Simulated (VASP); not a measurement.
# H10CO5 in VASP: further runs

Runs on H10CO5. Level: PBE+D3(BJ). Tasks: single point.

All numbers are computed with VASP 6.6.1; they aren't measurements. Logs are shortened: lines on timing, memory, paths and dates and some standing lists are left out, and cuts for length are marked.

## (1) The cell of the first run

The cell holds a disordered packing, 16 atoms: a = 5.839 Å, b = 5.839 Å, c = 5.839 Å, α = 90.00°, β = 90.00°, γ = 90.00°.

## (2) Single point, PBE+D3(BJ)

The input, INCAR:

```
SYSTEM = H10CO5
  PREC = Accurate
  ENCUT = 520
  EDIFF = 1E-6
  ISMEAR = -1
  SIGMA = 0.02
  LREAL = Auto
  LASPH = .TRUE.
  NELM = 100
  ALGO = Normal
  ISIF = 2
  LWAVE = .FALSE.
  LCHARG = .TRUE.
  GGA = PE
  IVDW = 12
  LELF = .TRUE.
  LVHAR = .TRUE.
  NBANDS = 36
```

The input, KPOINTS:

```
regular mesh
0
G
  1 1 1
  0 0 0
```

The input, POSCAR:

```
H10CO5
1.0
    5.8392500000      0.0000000000      0.0000000000
    0.0000000000      5.8392500000      0.0000000000
    0.0000000000      0.0000000000      5.8392500000
O H C
5 10 1
Direct
    0.2414351158      0.6898831186      0.9520743246
    0.5215909577      0.4350901229      0.6384552811
    0.1386993193      0.3681808451      0.3876696494
    0.8750438841      0.7691398724      0.5021535300
    0.6388320418      0.0810206790     -0.0316992764
    0.1517146894      0.7682664726      0.8340625937
    0.3445134221      0.6085884317      0.8527978764
    0.3830115169      0.3857173438      0.5471421844
    0.5803485037      0.3153658432      0.7443250417
    0.1559789357      0.3716744445      0.2170655478
    0.0704542535      0.5133707240      0.4079462260
    0.8581410284      0.9322601361      0.5047223530
    0.7289806054      0.6964764310      0.5457036434
    0.7018367085     -0.2645202723      0.0202080747
    0.5460119022     -0.0919124888      0.2487134478
    0.6275463458     -0.0953547116      0.0769105621
```

Potentials or basis: VASP PAW PBE potentials, release 64 (O, H, C).

On the command line:

```console
$ cat potpaw_PBE.64/O/POTCAR potpaw_PBE.64/H/POTCAR potpaw_PBE.64/C/POTCAR > POTCAR
$ mpirun -np 1 vasp_gam > vasp.out
```

OUTCAR:

```text
SYSTEM = H10CO5
   PREC = Accurate
   ENCUT = 520
   EDIFF = 1E-6
   ISMEAR = -1
   LREAL = Auto
   LASPH = .TRUE.
   NELM = 100
   ISIF = 2
   GGA = PE
   IVDW = 12
 IVDW          = 12

 ion  position               nearest neighbor table
   1  0.241  0.690  0.952-   7 0.96   6 0.98
   2  0.522  0.435  0.638-   9 0.99   8 1.01
   3  0.139  0.368  0.388-  11 0.94  10 1.00
   4  0.875  0.769  0.502-  12 0.96  13 0.99
   5  0.639  0.081  0.968-  16 1.21
   6  0.152  0.768  0.834-   1 0.98
   7  0.345  0.609  0.853-   1 0.96
   8  0.383  0.386  0.547-   2 1.01
   9  0.580  0.315  0.744-   2 0.99
  10  0.156  0.372  0.217-   3 1.00
  11  0.070  0.513  0.408-   3 0.94
  12  0.858  0.932  0.505-   4 0.96
  13  0.729  0.696  0.546-   4 0.99
  14  0.702  0.735  0.020-  16 1.13
  15  0.546  0.908  0.249-  16 1.11
  16  0.628  0.905  0.077-  15 1.11  14 1.13   5 1.21

  LATTYP: Found a simple cubic cell.
 ALAT       =     5.8392500000

  Lattice vectors:

 A1 = (   5.8392500000,   0.0000000000,   0.0000000000)
 A2 = (   0.0000000000,   5.8392500000,   0.0000000000)
 A3 = (   0.0000000000,   0.0000000000,   5.8392500000)

Analysis of symmetry for initial positions (statically):
=====================================================================
 Subroutine PRICEL returns:
 Original cell was already a primitive cell.

 Routine SETGRP: Setting up the symmetry group for a
 simple cubic supercell.

 Subroutine GETGRP returns: Found  1 space group operations
 (whereof  1 operations were pure point group operations)
 out of a pool of 48 trial point group operations.

The static configuration has the point symmetry C_1 .

Analysis of symmetry for dynamics (positions and initial velocities):
=====================================================================
 Subroutine PRICEL returns:
 Original cell was already a primitive cell.

 Routine SETGRP: Setting up the symmetry group for a
 simple cubic supercell.

 Subroutine GETGRP returns: Found  1 space group operations
 (whereof  1 operations were pure point group operations)
 out of a pool of 48 trial point group operations.

The dynamic configuration has the point symmetry C_1 .

[... 101 lines left out ...]
   NELM   =    100;   NELMIN=  2; NELMDL= -5     # of ELM steps
   EDIFF  = 0.1E-05   stopping-criterion for ELM
   LREAL  =      T    real-space projection
   EDIFFG = 0.1E-04   stopping-criterion for IOM
   NSW    =      0    number of steps for IOM
   IBRION =     -1    ionic relax: 0-MD 1-quasi-New 2-CG
   NFREE  =      0    steps in history (QN), initial steepest desc. (CG)
   ISIF   =      2    stress and relaxation
   ISYM   =      2    0-nonsym 1-usesym 2-fastsym
   POTIM  = 0.5000    time-step for ionic-motion
   TEBEG  =    0.0;   TEEND  =   0.0 temperature during run
   PSTRESS=    0.0 pullay stress
   NELECT =      44.0000    total number of electrons
   NUPDOWN=      -1.0000    fix difference up-down
   EMIN   =  10.00;   EMAX   =-10.00  energy-range for DOS
   EFERMI =   0.00;   METHOD = LEGACY
   ISMEAR =    -1;   SIGMA  =   0.02  broadening in eV -4-tet -1-fermi 0-gaus
   EFERMI_NEDOS =   21; number of points for ismear=-14 and -15
   IALGO  =     38    algorithm
   IMIX   =      4    mixing-type and parameters
     AMIX     =   0.40;   BMIX     =  1.00
     AMIX_MAG =   1.60;   BMIX_MAG =  1.00
  volume/ion in A,a.u.               =      12.44        83.97
  Fermi-wavevector in a.u.,A,eV,Ry     =   0.989772  1.870399 13.328938  0.979649
  Thomas-Fermi vector in A             =   2.121395
   LORBIT       =      0    0 simple, 1 ext, 2 COOP (PROOUT), +10 PAW based schemes
   GGA     = PE    functional components
   LHFCALC =     F    Hartree Fock is set to
   AEXX    =    0.0000 exact exchange contribution
   IVDW    =    12    specifies the selected vdW correction
   LEPSILON=     F    determine dielectric tensor
   LRPA    =     F    only Hartree local field effects (RPA)
 non-spin polarized calculation
  energy-cutoff  :      520.00
  volume of cell :      199.10
 maximum number of plane-waves:      2689
 NGX is ok and might be reduce to    42
   NGX = 21   NGY = 21   NGZ = 21

 number of electron      43.9999997 magnetization

 Free energy of the ion-electron system (eV)
  ---------------------------------------------------
  ext. energy  EPLUGINS =         0.00000000
  ---------------------------------------------------
  free energy    TOTEN  =       -80.70091048 eV

  energy without entropy =      -80.70091048  energy(sigma->0) =      -80.70091048

 E-fermi :  -3.1068     XC(G=0):  -6.2260

 val. band max:       -3.5847691375   @ k =   0.0000   0.0000   0.0000
 cond. band min:       0.4801634441   @ k =   0.0000   0.0000   0.0000
 fundamental gap:      4.0649325816
 Fermi energy:        -3.1068113685

 k-point     1 :       0.0000    0.0000    0.0000
  band No.  band energies     occupation
      1     -24.0264      2.00000
      2     -22.8865      2.00000
      3     -22.6147      2.00000
      4     -22.4967      2.00000
      5     -21.8461      2.00000
      6     -12.8079      2.00000
[... 26 lines left out ...]
     33       7.2294      0.00000
     34       7.4837      0.00000
 [bands above 34 left out]

------------------------ aborting loop because EDIFF is reached ----------------------------------------

 Edisp (eV)   -0.48603

 E8    (eV) :    -0.1020

  FORCE on cell =-STRESS in cart. coord.  units (eV):
  Direction    XX          YY          ZZ          XY          YZ          ZX
  --------------------------------------------------------------------------------------
  -------------------------------------------------------------------------------------
  Total      -0.67136     0.60173    -2.03984    -1.38320     0.95448    -1.22743
  in kB      -5.40252     4.84218   -16.41480   -11.13073     7.68077    -9.87726
  external pressure =       -5.66 kB  Pullay stress =        0.00 kB

 VOLUME and BASIS-vectors are now :
 -----------------------------------------------------------------------------
  energy-cutoff  :      520.00
  volume of cell :      199.10
      direct lattice vectors                 reciprocal lattice vectors
     5.839250000  0.000000000  0.000000000     0.171254870  0.000000000  0.000000000
     0.000000000  5.839250000  0.000000000     0.000000000  0.171254870  0.000000000
     0.000000000  0.000000000  5.839250000     0.000000000  0.000000000  0.171254870

 POSITION                                       TOTAL-FORCE (eV/Angst)
 -----------------------------------------------------------------------------------
      1.40980      4.02840      5.55940        -0.782929      0.688668      0.312235
      3.04570      2.54060      3.72810         0.070495      0.122460      0.327538
      0.80990      2.14990      2.26370         0.886000     -1.532788     -1.714762
      5.10960      4.49120      2.93220         0.239140     -0.896516      0.081780
      3.73030      0.47310      5.65415         0.361133      0.643682     -0.862828
      0.88590      4.48610      4.87030        -0.358256      0.147795      0.294629
[... 8 lines left out ...]
      3.18830      5.30255      1.45230        -0.048259     -0.206548      0.022890
      3.66440      5.28245      0.44910        -0.341075     -0.680513      0.722192
 -----------------------------------------------------------------------------------
    total drift:                                0.000545     -0.005512     -0.003712

  FREE ENERGIE OF THE ION-ELECTRON SYSTEM (eV)
  ---------------------------------------------------
  free  energy   TOTEN  =       -81.1869368592 eV

  energy  without entropy=      -81.1869368591  energy(sigma->0) =      -81.18693686
```

OSZICAR:

```text
N       E                     dE             d eps       ncg     rms          rms(c)
DAV:   1     0.344198817339E+03    0.34420E+03   -0.23780E+04    72   0.110E+03
DAV:   2    -0.534947081134E+02   -0.39769E+03   -0.38352E+03    96   0.274E+02
DAV:   3    -0.880377472789E+02   -0.34543E+02   -0.34402E+02    88   0.877E+01
DAV:   4    -0.885611412404E+02   -0.52339E+00   -0.52237E+00    88   0.120E+01
DAV:   5    -0.885688607172E+02   -0.77195E-02   -0.77188E-02    92   0.140E+00    0.174E+01
DAV:   6    -0.811389892699E+02    0.74299E+01   -0.21491E+01    88   0.235E+01    0.715E+00
DAV:   7    -0.808304316521E+02    0.30856E+00   -0.94657E-01    96   0.487E+00    0.430E+00
DAV:   8    -0.806999603883E+02    0.13047E+00   -0.30311E-01    88   0.288E+00    0.769E-01
DAV:   9    -0.806981082049E+02    0.18522E-02   -0.20143E-02    96   0.819E-01    0.273E-01
DAV:  10    -0.807005935718E+02   -0.24854E-02   -0.78377E-03    80   0.487E-01    0.139E-01
DAV:  11    -0.807009662432E+02   -0.37267E-03   -0.14283E-03    80   0.211E-01    0.624E-02
DAV:  12    -0.807009387222E+02    0.27521E-04   -0.32248E-04    80   0.101E-01    0.164E-02
DAV:  13    -0.807009187027E+02    0.20020E-04   -0.24519E-05    88   0.300E-02    0.767E-03
DAV:  14    -0.807009110949E+02    0.76078E-05   -0.69414E-06    80   0.154E-02    0.327E-03
DAV:  15    -0.807009104779E+02    0.61703E-06   -0.71784E-07    64   0.562E-03
   1 F= -.81186937E+02 E0= -.81186937E+02  d E =-.416391E-10
```

It took 19 s on 1 thread of AMD EPYC 7R13, shared host; peak memory 0.27 GiB.

What came out:

| Item | Value |
| --- | --- |
| Free energy | -81.1869 eV |
| Pressure | -0.6 GPa |
| Largest force | 2.465 eV/Å |
| Dispersion energy per atom | -0.030 eV |

Forces on the atoms (eV/Å):
```
O   -0.783  0.689  0.312
O    0.070  0.122  0.328
O    0.886 -1.533 -1.715
O    0.239 -0.897  0.082
O    0.361  0.644 -0.863
H   -0.358  0.148  0.295
H    1.094 -1.036 -0.653
H    0.540 -0.150  0.293
H   -0.566  0.259 -0.646
H    0.147 -0.236  1.025
H   -1.072  1.894  0.678
H   -0.176  0.686  0.097
H    0.111 -0.043  0.075
H   -0.104  0.342 -0.053
H   -0.048 -0.207  0.023
C   -0.341 -0.681  0.722
```

Caveat: the k points lie up to 1.08 Å⁻¹ apart, too coarse for converged energies, forces and pressures.

## (3) Single point, PBE+D3(BJ)

The input, INCAR:

```
SYSTEM = H10CO5
ALGO = Normal
EDIFF = 1E-7
ENCUT = 520
GGA = PE
ISIF = 2
ISMEAR = -1
IVDW = 12
LASPH = .True.
LCHARG = .False.
LREAL = Auto
LWAVE = .False.
NBANDS = 36
NELM = 60
PREC = Accurate
SIGMA = 0.02
```

The input, KPOINTS:

```
k-points
0
Gamma
  1 1 1
  0 0 0
```

The input, POSCAR:

```
H10CO5
1.0
    5.8392500000      0.0000000000      0.0000000000
    0.0000000000      5.8392500000      0.0000000000
    0.0000000000      0.0000000000      5.8392500000
O H C
5 10 1
Direct
    0.2625508413      0.6651881663      0.9790812176
    0.4845314039      0.4534657704      0.6410412296
    0.1372094019      0.4072612065      0.3595838507
    0.8568223659      0.7571520315      0.5097743717
    0.6743674273      0.0799417733     -0.0523868648
    0.1258723295      0.7498908250      0.9335787986
    0.3316350559      0.5709808623      0.8471122148
    0.3506272210      0.4094875198      0.5509954189
    0.5341439397      0.3289463544      0.7355054159
    0.2249775228      0.4640835724      0.2225970801
    0.0390461104      0.5422100441      0.4055829088
    0.8415464315      0.9042770904      0.5864965535
    0.7331763497      0.6654792996      0.5744059597
    0.6587489832     -0.2683221304      0.0102239157
    0.5505330308     -0.0549043113      0.2385066575
    0.6283854947     -0.0916384810      0.0634328039
```

Potentials or basis: VASP PAW PBE potentials, release 64 (O, H, C).

On the command line:

```console
$ cat potpaw_PBE.64/O/POTCAR potpaw_PBE.64/H/POTCAR potpaw_PBE.64/C/POTCAR > POTCAR
$ mpirun -np 1 vasp_gam > vasp.out
```

Run time: 20 s. Hardware: 1 thread of AMD EPYC 7R13, shared host; peak memory 0.27 GiB.

Results (log left out):

| Property | Result |
| --- | --- |
| Free energy | -81.2690 eV |
| Pressure | -1.0 GPa |
| Largest force | 2.523 eV/Å |
| Dispersion energy per atom | -0.031 eV |

Forces in eV/Å, atoms in the order of the input:
```
O    0.438 -0.354 -0.016
O    0.877  1.125  0.752
O    0.174  0.649 -0.106
O    0.104  0.178  0.118
O    0.028 -0.986 -0.385
H    0.213 -0.317 -0.309
H   -0.588  0.980  0.256
H   -1.028 -0.366 -1.086
H    0.397 -0.994  0.401
H   -0.861  0.008  0.537
H    0.637 -0.665 -0.319
H    0.149  0.183 -0.006
H   -0.511 -0.430 -0.048
H    0.357 -0.502 -0.143
H    0.284 -0.711 -0.676
C   -0.669  2.204  1.030
```

Stress tensor (GPa, compression positive):
```
-0.45  0.73  1.44
 0.73 -1.66 -0.43
 1.44 -0.43 -0.96
```

Levels at points of the mesh, in eV from the Fermi level:
```
           k point  band 20  band 21  band 22  band 23  band 24  band 25
(0.00, 0.00, 0.00)    -1.44    -1.00    -0.55     3.44     4.06     7.26
```

Caveat: the k points lie up to 1.08 Å⁻¹ apart, too coarse for converged energies, forces and pressures.
